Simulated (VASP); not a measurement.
# CO2 (Pbca) in VASP: notebook, part 2 of 2

VASP 6.6.1. The steps go on from the part before.

## (4) Single point, PBE (volume 21.489 Å^3 an atom, c/a of the conventional cell 1.1282)

INCAR reads:

```
SYSTEM = CO2
ALGO     = Normal         ! electronic algorithm
EDIFF    = 1E-7           ! SCF threshold, eV
ENCUT    = 520            ! plane-wave cutoff, eV
GGA      = PE             ! functional
ISIF     = 2              ! what is computed and relaxed
ISMEAR   = 0              ! smearing method
LASPH    = .TRUE.         ! aspherical terms in the spheres
LCHARG   = .FALSE.        ! write CHGCAR
LREAL    = .FALSE.        ! projectors in reciprocal space
LWAVE    = .FALSE.        ! write WAVECAR
NBANDS   = 44             ! bands
NELM     = 100            ! most SCF steps
PREC     = Accurate       ! precision mode
SIGMA    = 0.05           ! smearing width, eV
```

KPOINTS reads:

```
k-points
0
G
  4 4 4
  0 0 0
```

POSCAR reads:

```
CO2
1.0
    6.1141644960      0.0000000000      0.0000000000
    0.0000000000      6.1141644960      0.0000000000
    0.0000000000      0.0000000000      6.8980003844
C O
4 8
Direct
    0.0000000000      0.0000000000      0.0000000000
    0.5000000000      0.0000000000      0.5000000000
    0.5000000000      0.5000000000      0.0000000000
    0.0000000000      0.5000000000      0.5000000000
    0.1114834447      0.1114834447      0.1114834447
    0.3885165553      0.8885165553      0.6114834447
    0.6114834447      0.3885165553      0.8885165553
    0.8885165553      0.6114834447      0.3885165553
    0.8885165553      0.8885165553      0.8885165553
    0.6114834447      0.1114834447      0.3885165553
    0.3885165553      0.6114834447      0.1114834447
    0.1114834447      0.3885165553      0.6114834447
```

Potentials or basis: VASP PAW PBE potentials, release 64 (C, O).

Command:

```console
cat potpaw_PBE.64/C/POTCAR potpaw_PBE.64/O/POTCAR > POTCAR
mpirun -np 1 vasp_std > vasp.out
```

OUTCAR:

```text
SYSTEM = CO2
   EDIFF = 1E-7
   ENCUT = 520
   GGA = PE
   ISIF = 2
   ISMEAR = 0
   LASPH = .TRUE.
   LREAL = .FALSE.
   NELM = 100
   PREC = Accurate

 ion  position               nearest neighbor table
   1  0.000  0.000  0.000-   5 1.23   9 1.23
   2  0.500  0.000  0.500-   6 1.23  10 1.23
   3  0.500  0.500  0.000-   7 1.23  11 1.23
   4  0.000  0.500  0.500-   8 1.23  12 1.23
   5  0.111  0.111  0.111-   1 1.23
   6  0.389  0.889  0.611-   2 1.23
   7  0.611  0.389  0.889-   3 1.23
   8  0.889  0.611  0.389-   4 1.23
   9  0.889  0.889  0.889-   1 1.23
  10  0.611  0.111  0.389-   2 1.23
  11  0.389  0.611  0.111-   3 1.23
  12  0.111  0.389  0.611-   4 1.23

  LATTYP: Found a simple tetragonal cell.
 ALAT       =     6.1141644960
 C/A-ratio  =     1.1282000000

  Lattice vectors:

 A1 = (   6.1141644960,   0.0000000000,   0.0000000000)
 A2 = (   0.0000000000,   6.1141644960,   0.0000000000)
 A3 = (   0.0000000000,   0.0000000000,   6.8980003844)

[... 201 lines left out ...]
 fundamental gap:      6.0660677557
 Fermi energy:        -5.0088921753

 k-point     1 :       0.0000    0.0000    0.0000
  band No.  band energies     occupation
      1     -24.9366      2.00000
      2     -24.8884      2.00000
      3     -24.8696      2.00000
      4     -24.8674      2.00000
      5     -23.9173      2.00000
      6     -23.9044      2.00000
[... 1117 lines left out ...]
     43       3.5484      0.00000
     44       3.5484      0.00000

 [... further k-points ...]
[... 5 lines left out ...]
  --------------------------------------------------------------------------------------
  -------------------------------------------------------------------------------------
  Total      -14.7674298    -14.6992239    -19.0095460     -0.0000000      0.0000000      0.0000000
  in kB      -91.7525294    -91.3287545   -118.1095122     -0.0000000      0.0000000      0.0000000
  external PRESSURE =    -100.3969320 kB  Pullay stress =       0.0000000 kB

 VOLUME and BASIS-vectors are now :
 -----------------------------------------------------------------------------
  energy-cutoff  :      520.00
  volume of cell :      257.87
      direct lattice vectors                 reciprocal lattice vectors
     6.114164496  0.000000000  0.000000000     0.163554644  0.000000000  0.000000000
     0.000000000  6.114164496  0.000000000     0.000000000  0.163554644  0.000000000
     0.000000000  0.000000000  6.898000384     0.000000000  0.000000000  0.144969548

 POSITION                                       TOTAL-FORCE (eV/Angst)
 -----------------------------------------------------------------------------------
      0.00000      0.00000      0.00000         0.000000     -0.000000     -0.000000
      3.05708      0.00000      3.44900         0.000000     -0.000000     -0.000000
      3.05708      3.05708      0.00000         0.000000     -0.000000     -0.000000
      0.00000      3.05708      3.44900         0.000000     -0.000000     -0.000000
      0.68163      0.68163      0.76901        -2.637349     -2.627076     -2.984679
      2.37545      5.43254      4.21801         2.637349      2.627076     -2.984679
      3.73871      2.37545      6.12899        -2.637349      2.627076      2.984679
      5.43254      3.73871      2.67999         2.637349     -2.627076      2.984679
      5.43254      5.43254      6.12899         2.637349      2.627076      2.984679
      3.73871      0.68163      2.67999        -2.637349     -2.627076      2.984679
      2.37545      3.73871      0.76901         2.637349     -2.627076     -2.984679
      0.68163      2.37545      4.21801        -2.637349      2.627076     -2.984679
 -----------------------------------------------------------------------------------
    total drift:                               -0.000000      0.000000      0.000000

  FREE ENERGIE OF THE ION-ELECTRON SYSTEM (eV)
  ---------------------------------------------------
  free  energy   TOTEN  =       -91.0767411593 eV

  energy  without entropy=      -91.0767411593  energy(sigma->0) =      -91.07674116
```

OSZICAR:

```text
N       E                     dE             d eps       ncg     rms          rms(c)
DAV:   1     0.447077889038E+03    0.44708E+03   -0.30719E+04  2384   0.126E+03
DAV:   2    -0.530719166051E+02   -0.50015E+03   -0.48634E+03  3204   0.301E+02
DAV:   3    -0.959455012022E+02   -0.42874E+02   -0.42536E+02  2824   0.943E+01
DAV:   4    -0.966144354357E+02   -0.66893E+00   -0.66408E+00  2756   0.129E+01
DAV:   5    -0.966282518171E+02   -0.13816E-01   -0.13797E-01  2724   0.177E+00    0.175E+01
DAV:   6    -0.915923114290E+02    0.50359E+01   -0.18486E+01  2716   0.227E+01    0.830E+00
DAV:   7    -0.911943054980E+02    0.39801E+00   -0.14404E+00  2664   0.673E+00    0.461E+00
DAV:   8    -0.910904880726E+02    0.10382E+00   -0.61972E-01  2668   0.348E+00    0.977E-01
DAV:   9    -0.910758063417E+02    0.14682E-01   -0.38449E-02  2512   0.113E+00    0.355E-01
DAV:  10    -0.910764734645E+02   -0.66712E-03   -0.11059E-02  2760   0.462E-01    0.727E-02
DAV:  11    -0.910767004102E+02   -0.22695E-03   -0.21647E-04  2560   0.857E-02    0.268E-02
DAV:  12    -0.910767410606E+02   -0.40650E-04   -0.41286E-05  2852   0.354E-02    0.523E-03
DAV:  13    -0.910767413206E+02   -0.26005E-06   -0.21444E-06  2892   0.689E-03    0.207E-03
DAV:  14    -0.910767411333E+02    0.18730E-06   -0.24567E-07  1936   0.296E-03    0.427E-04
DAV:  15    -0.910767411593E+02   -0.25975E-07   -0.23330E-08  1204   0.838E-04
   1 F= -.91076741E+02 E0= -.91076741E+02  d E =-.450981E-15
```

Run time: 8.6 min. Hardware: 1 thread of Oxide Virtual Turin-like, shared host; peak memory 0.42 GiB.

What came out:

* Free energy: -91.0767 eV
* Pressure: -10.0 GPa
* Largest force: 4.771 eV/Å
* Band gap on the k mesh: 6.07 eV, direct

Forces on the atoms (eV/Å):
```
C    0.000  0.000  0.000
C    0.000  0.000  0.000
C    0.000  0.000  0.000
C    0.000  0.000  0.000
O   -2.637 -2.627 -2.985
O    2.637  2.627 -2.985
O   -2.637  2.627  2.985
O    2.637 -2.627  2.985
O    2.637  2.627  2.985
O   -2.637 -2.627  2.985
O    2.637 -2.627 -2.985
O   -2.637  2.627 -2.985
```

Caveat: forces of over 1 eV/Å act on the atoms, so gaps and moduli don't describe the material at rest.

## (5) Overview

| cell | gap on the mesh (eV) | pressure (GPa) | largest force (eV/Å) |
| --- | --- | --- | --- |
| a = 6.520, b = 6.520, c = 6.065 Å, 12 atoms | 6.11 | -9.7 | 4.59 |
| a = 6.626, b = 6.626, c = 5.873 Å, 12 atoms | 6.06 | -10.0 | 4.76 |
| a = 6.114, b = 6.114, c = 6.898 Å, 12 atoms | 6.07 | -10.0 | 4.77 |

Alike in all rows: task single point; level PBE; potentials or basis VASP PAW PBE potentials, release 64 (C, O); no spin polarisation; k mesh 4 × 4 × 4; cutoff (eV) 520; smearing gaussian 0.05 eV.

Caveats: forces of over 1 eV/Å act on the atoms, so gaps and moduli don't describe the material at rest.

Total energies depend on the potentials used, so only differences within one code and one set of settings carry meaning.
